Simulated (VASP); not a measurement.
Wanted: the native input for a VASP 6.6.1 run.

```
Task                   : single point
Functional             : PBE
Potentials or basis    : VASP PAW PBE potentials, release 64 (Ta_pv, N)
Cutoff                 : 600 eV
k mesh                 : 9 × 9 × 5
Occupations            : fermi-dirac, width 0.01 eV
Spin                   : no spin polarisation
Dipole correction      : no
Further INCAR settings : ALGO = Normal; EDIFF = 1e-06; NBANDS = 24
```

The structure of TaN lies in POSCAR:

```
TaN
1.0
    3.0500010905      0.0000000000      0.0000000000
   -1.5250005453      2.6413784260      0.0000000000
    0.0000000000      0.0000000000      4.8412000000
Ta N
2 2
Direct
    0.3333333333      0.6666666667      0.0000000000
    0.6666666667      0.3333333333      0.5000000000
    0.3333333333      0.6666666667      0.3850000000
    0.6666666667      0.3333333333      0.8850000000
```

This cell differs from its parent crystal: zz strain of -2 %.

One way to write it, as run:

INCAR

```
SYSTEM = TaN
PREC     = Accurate       ! precision mode
ENCUT    = 600            ! plane-wave cutoff, eV
EDIFF    = 1E-6           ! SCF threshold, eV
ISMEAR   = -1             ! smearing method
SIGMA    = 0.01           ! smearing width, eV
LREAL    = .False.        ! projectors in reciprocal space
LASPH    = .True.         ! aspherical terms in the spheres
NELM     = 120            ! most SCF steps
ALGO     = Normal         ! electronic algorithm
ISIF     = 2              ! what is computed and relaxed
LWAVE    = .False.        ! write WAVECAR
LCHARG   = .False.        ! write CHGCAR
GGA      = PE             ! functional
NBANDS   = 24             ! bands
GGA_COMPAT= .False.
```

KPOINTS

```
regular mesh
0
Gamma
  9 9 5
  0 0 0
```

Potentials or basis: VASP PAW PBE potentials, release 64 (Ta_pv, N).

Command:

```bash
$ cat potpaw_PBE.64/Ta_pv/POTCAR potpaw_PBE.64/N/POTCAR > POTCAR
$ mpirun -np 1 vasp_std > vasp.out
```

It gave:

```yaml
Pressure: 154.7 GPa
Largest_force: 1.200 eV/Å
Band_gap_on_the_k_mesh: zero (band 16 reaches 10.54 eV, above the bottom of band 17 at 8.35 eV)
```

Caveat: the cell differs from its parent crystal (zz strain of -2 %); spin-orbit coupling is left out, which moves the levels of the heavy elements; forces of over 1 eV/Å act on the atoms, so gaps and moduli don't describe the material at rest.

Wall time 49 s on 1 thread of Intel Xeon 8259CL, on a shared host, peak memory 0.18 GiB.
